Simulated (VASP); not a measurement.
# Ba3SbS2 (P6/mmm) in VASP: a series of runs

Runs on Ba3SbS2. Level: PBE. Tasks: single point.

Program: VASP 6.6.1. These are calculated values, not measurements. Logs are shortened: lines on timing, memory, paths and dates and some standing lists are left out, and cuts for length are marked.

### 1 The cell of the first run

Symmetry: P6/mmm, No. 191, hexagonal system. The conventional cell has a = 6.464 Å, b = 6.464 Å, c = 5.341 Å, α = 90.00°, β = 90.00°, γ = 120.00°. Ba (site symmetry mmm) has 4 Ba at 3.23 Å and 4 S at 3.26 Å and 4 Sb at 4.19 Å within 4.3 Å. Within 4.9 Å of Sb (site symmetry 6/mmm) lie 6 S at 3.73 Å and 12 Ba at 4.19 Å. Within 4.3 Å of S (site symmetry -6m2) lie 6 Ba at 3.26 Å and 3 S at 3.73 Å and 3 Sb at 3.73 Å.

The cell was built from a structure type or drawn by symmetry, and may not be a known phase.

### 2 Single point, PBE

File INCAR:

```
SYSTEM = Ba3SbS2
PREC = Accurate
ENCUT = 520
EDIFF = 1E-7
ISMEAR = 0
SIGMA = 0.1
LREAL = .FALSE.
LASPH = .TRUE.
NELM = 100
ALGO = Normal
ISIF = 2
LWAVE = .FALSE.
LCHARG = .FALSE.
GGA = PE
NBANDS = 32
```

File KPOINTS:

```
regular mesh
0
G
  3 3 4
  0 0 0
```

File POSCAR:

```
Ba3SbS2
1.0
    6.4642753900      0.0000000000      0.0000000000
   -3.2321377000      5.5982267100      0.0000000000
    0.0000000000      0.0000000000      5.3410219600
Ba Sb S
3 1 2
Direct
    0.5000000000      0.5000000000      0.5000000000
    0.5000000000      0.0000000000      0.5000000000
    0.0000000000      0.5000000000      0.5000000000
    0.0000000000      0.0000000000      0.0000000000
    0.6666666700      0.3333333300      0.0000000000
    0.3333333300      0.6666666700      0.0000000000
```

Potentials or basis: VASP PAW PBE potentials, release 64 (Ba_sv, Sb, S).

Run with:

```sh
$ cat potpaw_PBE.64/Ba_sv/POTCAR potpaw_PBE.64/Sb/POTCAR potpaw_PBE.64/S/POTCAR > POTCAR
$ mpirun -np 1 vasp_std > vasp.out
```

OUTCAR:

```text
SYSTEM = Ba3SbS2
   PREC = Accurate
   ENCUT = 520
   EDIFF = 1E-7
   ISMEAR = 0
   LREAL = .FALSE.
   LASPH = .TRUE.
   NELM = 100
   ISIF = 2
   GGA = PE

 ion  position               nearest neighbor table
   1  0.500  0.500  0.500-   3 3.23   3 3.23   2 3.23   2 3.23   5 3.26   6 3.26   5 3.26   6 3.26
                             4 4.19   4 4.19   4 4.19   4 4.19
   2  0.500  0.000  0.500-   3 3.23   3 3.23   1 3.23   1 3.23   5 3.26   6 3.26   5 3.26   6 3.26
                             4 4.19   4 4.19   4 4.19   4 4.19
   3  0.000  0.500  0.500-   1 3.23   1 3.23   2 3.23   2 3.23   5 3.26   6 3.26   5 3.26   6 3.26
                             4 4.19   4 4.19   4 4.19   4 4.19
   4  0.000  0.000  0.000-   2 4.19   2 4.19   2 4.19   2 4.19   1 4.19   1 4.19   1 4.19   1 4.19
                             3 4.19   3 4.19   3 4.19   3 4.19
   5  0.667  0.333  0.000-   3 3.26   3 3.26   2 3.26   2 3.26   1 3.26   1 3.26
   6  0.333  0.667  0.000-   3 3.26   3 3.26   2 3.26   2 3.26   1 3.26   1 3.26

  LATTYP: Found a hexagonal cell.
 ALAT       =     6.4642753900
 C/A-ratio  =     0.8262367609

  Lattice vectors:

 A1 = (   6.4642753900,   0.0000000000,   0.0000000000)
 A2 = (  -3.2321377000,   5.5982267100,   0.0000000000)
 A3 = (   0.0000000000,   0.0000000000,   5.3410219600)

Analysis of symmetry for initial positions (statically):
=====================================================================
 Subroutine PRICEL returns:
 Original cell was already a primitive cell.

 Routine SETGRP: Setting up the symmetry group for a
 hexagonal supercell.

 Subroutine GETGRP returns: Found 24 space group operations
 (whereof 24 operations were pure point group operations)
 out of a pool of 24 trial point group operations.

The static configuration has the point symmetry D_6h.

Analysis of symmetry for dynamics (positions and initial velocities):
=====================================================================
 Subroutine PRICEL returns:
 Original cell was already a primitive cell.

 Routine SETGRP: Setting up the symmetry group for a
 hexagonal supercell.

 Subroutine GETGRP returns: Found 24 space group operations
 (whereof 24 operations were pure point group operations)
 out of a pool of 24 trial point group operations.

The dynamic configuration has the point symmetry D_6h.

 Subroutine INISYM returns: Found 24 space group operations
 (whereof 24 operations are pure point group operations),
 and found     1 'primitive' translations

----------------------------------------------------------------------------------------

                                     Primitive cell

  volume of cell :     193.2835

  direct lattice vectors                    reciprocal lattice vectors
     6.464275390  0.000000000  0.000000000     0.154696380  0.089313996  0.000000000
    -3.232137700  5.598226710  0.000000000     0.000000000  0.178627993  0.000000000
     0.000000000  0.000000000  5.341021960     0.000000000  0.000000000  0.187230086

  length of vectors
     6.464275390  6.464275397  5.341021960     0.178627993  0.178627993  0.187230086

  position of ions in fractional coordinates (direct lattice)
     0.500000000  0.500000000  0.500000000
     0.500000000  0.000000000  0.500000000
     0.000000000  0.500000000  0.500000000
     0.000000000  0.000000000  0.000000000
     0.666666670  0.333333330  0.000000000
     0.333333330  0.666666670  0.000000000

  ion indices of the primitive-cell ions
   primitive index   ion index
                 1           1
                 2           2
                 3           3
                 4           4
                 5           5
                 6           6

----------------------------------------------------------------------------------------

 KPOINTS: regular mesh

Automatic generation of k-mesh.
 Grid dimensions read from file:
 generate k-points for:    3    3    4

 Generating k-lattice:

  Cartesian coordinates                     Fractional coordinates (reciprocal lattice)
     0.051565460  0.029771332  0.000000000     0.333333333  0.000000000  0.000000000
     0.000000000  0.059542664  0.000000000     0.000000000  0.333333333  0.000000000
     0.000000000  0.000000000  0.046807521     0.000000000  0.000000000  0.250000000

  Length of vectors
     0.059542664  0.059542664  0.046807521

  Shift w.r.t. Gamma in fractional coordinates (k-lattice)
     0.000000000  0.000000000  0.000000000

 Subroutine IBZKPT returns following result:
 ===========================================

 Found      9 irreducible k-points:

 Following reciprocal coordinates:
            Coordinates               Weight
  0.000000  0.000000  0.000000      1.000000
  0.333333  0.000000  0.000000      6.000000
  0.333333  0.333333  0.000000      2.000000
  0.000000  0.000000  0.250000      2.000000
  0.333333  0.000000  0.250000     12.000000
  0.333333  0.333333  0.250000      4.000000
  0.000000  0.000000  0.500000      1.000000
  0.333333  0.000000  0.500000      6.000000
  0.333333  0.333333  0.500000      2.000000
   k-points           NKPTS =      9   k-points in BZ     NKDIM =      9   number of bands    NBANDS=     32
   number of dos      NEDOS =    301   number of ions     NIONS =      6
   total plane-waves  NPLWV =  92160
   dimension x,y,z NGX =    48 NGY =   48 NGZ =   40
   dimension x,y,z NGXF=    96 NGYF=   96 NGZF=   80
   ions per type =               3   1   2
   NGX,Y,Z   is equivalent  to a cutoff of  12.34, 12.34, 12.45 a.u.
   NGXF,Y,Z  is equivalent  to a cutoff of  24.69, 24.69, 24.90 a.u.
 SYSTEM =  Ba3SbS2
   PREC   = accura    normal or accurate (medium, high low for compatibility)
   ISTART =      0    job   : 0-new  1-cont  2-samecut
   ICHARG =      2    charge: 1-file 2-atom 10-const
   ISPIN  =      1    spin polarized calculation?
   LNONCOLLINEAR =      F non collinear calculations
   LSORBIT =      F    spin-orbit coupling
   LASPH  =      T    aspherical Exc in radial PAW
   ENCUT  =  520.0 eV  38.22 Ry    6.18 a.u.  12.02 12.02  9.93*2*pi/ulx,y,z
   NELM   =    100;   NELMIN=  2; NELMDL= -5     # of ELM steps
   EDIFF  = 0.1E-06   stopping-criterion for ELM
   LREAL  =      F    real-space projection
   EDIFFG = 0.1E-05   stopping-criterion for IOM
   NSW    =      0    number of steps for IOM
   IBRION =     -1    ionic relax: 0-MD 1-quasi-New 2-CG
   NFREE  =      0    steps in history (QN), initial steepest desc. (CG)
   ISIF   =      2    stress and relaxation
   ISYM   =      2    0-nonsym 1-usesym 2-fastsym
   POTIM  = 0.5000    time-step for ionic-motion
   TEBEG  =    0.0;   TEEND  =   0.0 temperature during run
   PSTRESS=    0.0 pullay stress
   NELECT =      47.0000    total number of electrons
   NUPDOWN=      -1.0000    fix difference up-down
   EMIN   =  10.00;   EMAX   =-10.00  energy-range for DOS
   EFERMI =   0.00;   METHOD = LEGACY
   ISMEAR =     0;   SIGMA  =   0.10  broadening in eV -4-tet -1-fermi 0-gaus
   EFERMI_NEDOS =   21; number of points for ismear=-14 and -15
   IALGO  =     38    algorithm
   IMIX   =      4    mixing-type and parameters
     AMIX     =   0.40;   BMIX     =  1.00
     AMIX_MAG =   1.60;   BMIX_MAG =  1.00
  volume/ion in A,a.u.               =      32.21       217.39
  Fermi-wavevector in a.u.,A,eV,Ry     =   1.021823  1.930966 14.206159  1.044123
  Thomas-Fermi vector in A             =   2.155469
   LORBIT       =      0    0 simple, 1 ext, 2 COOP (PROOUT), +10 PAW based schemes
   GGA     = PE    functional components
   LHFCALC =     F    Hartree Fock is set to
   AEXX    =    0.0000 exact exchange contribution
   IVDW    =     0    specifies the selected vdW correction
   LEPSILON=     F    determine dielectric tensor
   LRPA    =     F    only Hartree local field effects (RPA)
 non-spin polarized calculation
 Gauss-broadening in eV      SIGMA  =   0.10
  energy-cutoff  :      520.00
  volume of cell :      193.28
 maximum number of plane-waves:      5226
   NGX = 25   NGY = 25   NGZ = 19

 number of electron      47.0000002 magnetization

 Free energy of the ion-electron system (eV)
  ---------------------------------------------------
  ext. energy  EPLUGINS =         0.00000000
  ---------------------------------------------------
  free energy    TOTEN  =       -20.53640209 eV

  energy without entropy =      -20.50373084  energy(sigma->0) =      -20.52006647

 E-fermi :   4.0312     XC(G=0):  -9.1062

 val. band max:        4.0029756092   @ k =   0.3333   0.0000   0.2500
 cond. band min:       4.1319963296   @ k =   0.0000   0.0000   0.5000
 fundamental gap:      0.1290207204
 Fermi energy:         4.0311876258

 k-point     1 :       0.0000    0.0000    0.0000
  band No.  band energies     occupation
      1     -25.1209      2.00000
      2     -24.4165      2.00000
      3     -24.4165      2.00000
      4     -12.4565      2.00000
      5     -10.9901      2.00000
      6     -10.9901      2.00000
[... 24 lines left out ...]
     31       7.9061      0.00000
     32       8.7002      0.00000

 k-point     2 :       0.3333    0.0000    0.0000
  band No.  band energies     occupation
      1     -24.9847      2.00000
      2     -24.5806      2.00000
      3     -24.4185      2.00000
      4     -11.9195      2.00000
      5     -10.8566      2.00000
      6     -10.5317      2.00000
[... 24 lines left out ...]
     31       6.9587      0.00000
     32       7.7270      0.00000
[... 208 lines left out ...]
     31       7.3962      0.00000
     32       7.4999      0.00000

 k-point     9 :       0.3333    0.3333    0.5000
  band No.  band energies     occupation
      1     -24.7866      2.00000
      2     -24.7866      2.00000
      3     -24.4194      2.00000
      4     -11.0756      2.00000
      5     -11.0756      2.00000
      6     -10.5670      2.00000
[... 24 lines left out ...]
     31       6.6458      0.00000
     32       6.6458      0.00000

------------------------ aborting loop because EDIFF is reached ----------------------------------------

  FORCE on cell =-STRESS in cart. coord.  units (eV):
  Direction    XX          YY          ZZ          XY          YZ          ZX
  --------------------------------------------------------------------------------------
  -------------------------------------------------------------------------------------
  Total       10.6631382     10.6631382    -14.6529901     -0.0000000     -0.0000000      0.0000000
  in kB       88.3895504     88.3895506   -121.4624796     -0.0000001     -0.0000000      0.0000000
  external PRESSURE =      18.4388738 kB  Pullay stress =       0.0000000 kB

 VOLUME and BASIS-vectors are now :
 -----------------------------------------------------------------------------
  energy-cutoff  :      520.00
  volume of cell :      193.28
      direct lattice vectors                 reciprocal lattice vectors
     6.464275390  0.000000000  0.000000000     0.154696380  0.089313996  0.000000000
    -3.232137700  5.598226710  0.000000000     0.000000000  0.178627993  0.000000000
     0.000000000  0.000000000  5.341021960     0.000000000  0.000000000  0.187230086

 POSITION                                       TOTAL-FORCE (eV/Angst)
 -----------------------------------------------------------------------------------
      1.61607      2.79911      2.67051         0.000000      0.000000      0.000000
      3.23214      0.00000      2.67051         0.000000      0.000000      0.000000
     -1.61607      2.79911      2.67051         0.000000      0.000000      0.000000
      0.00000      0.00000      0.00000         0.000000      0.000000      0.000000
      3.23214      1.86608      0.00000        -0.000000      0.000000     -0.000000
     -0.00000      3.73215      0.00000         0.000000     -0.000000      0.000000
 -----------------------------------------------------------------------------------
    total drift:                               -0.000000      0.000000     -0.000000

  FREE ENERGIE OF THE ION-ELECTRON SYSTEM (eV)
  ---------------------------------------------------
  free  energy   TOTEN  =       -20.5364020925 eV

  energy  without entropy=      -20.5037308432  energy(sigma->0) =      -20.52006647
```

Run time: 29 s. Hardware: 1 thread of Intel Xeon 6975P-C (Granite Rapids), shared host; peak memory 0.31 GiB.

Results:

- Free energy: -20.5364 eV
- Pressure: 1.8 GPa
- Band gap on the k mesh: zero (an odd number of electrons rules out a gap without spin polarisation)

Caveat: the k points lie up to 0.37 Å⁻¹ apart, too coarse for converged energies and pressures of a metal; spin-orbit coupling is left out, which moves the levels of the heavy elements.

### 3 Single point, PBE

This run uses another cell than the first one, of 38.80 Å³/atom.

File INCAR:

```
PREC = Accurate
ENCUT = 520
EDIFF = 1E-6
ISMEAR = 0
SIGMA = 0.1
LREAL = False
LASPH = True
NELM = 80
ALGO = Normal
ISIF = 2
LWAVE = False
LCHARG = True
GGA = PE
LELF = True
LVHAR = True
NBANDS = 32
```

File KPOINTS:

```
Automatic mesh
0
Gamma
  6 6 8
```

File POSCAR:

```
Ba3SbS2
1.0
    8.1568952784      0.0000000036      0.0000000000
   -4.0784476424      7.0640785253      0.0000000000
    0.0000000000      0.0000000000      4.0401461304
Ba Sb S
3 1 2
Direct
    0.5000000000      0.5000000000      0.5000000000
    0.5000000000      0.0000000000      0.5000000000
    0.0000000000      0.5000000000      0.5000000000
    0.0000000000      0.0000000000      0.0000000000
    0.6666666667      0.3333333333      0.0000000000
    0.3333333333      0.6666666667      0.0000000000
```

Potentials or basis: VASP PAW PBE potentials, release 64 (Ba_sv, Sb, S).

Run with:

```sh
$ cat potpaw_PBE.64/Ba_sv/POTCAR potpaw_PBE.64/Sb/POTCAR potpaw_PBE.64/S/POTCAR > POTCAR
$ mpirun -np 1 vasp_std > vasp.out
```

It took 2.2 min on 1 thread of Intel Xeon 6975P-C (Granite Rapids), shared host; peak memory 0.5 GiB.

It converged, with:

```yaml
Free_energy: -26.0714 eV
Pressure: 0.5 GPa
Band_gap_on_the_k_mesh: zero (an odd number of electrons rules out a gap without spin polarisation)
```

Stress tensor (GPa, compression positive):
```
0.45 0.00 0.00
0.00 0.45 0.00
0.00 0.00 0.73
```

Levels at points of the mesh, in eV from the Fermi level:
```csv
k point,band 21,band 22,band 23,band 24,band 25,band 26
"(0.00, 0.00, 0.00)",-2.03,-0.52,-0.52,-0.03,0.89,0.89
"(0.50, 0.00, 0.00)",-2.44,-1.23,-0.76,0.49,1.23,1.90
"(0.00, 0.00, 0.50)",-2.28,-1.67,-0.26,-0.26,1.12,1.12
"(0.50, 0.00, 0.50)",-2.56,-1.44,0.05,0.10,1.23,1.69
```

Caveat: spin-orbit coupling is left out, which moves the levels of the heavy elements.
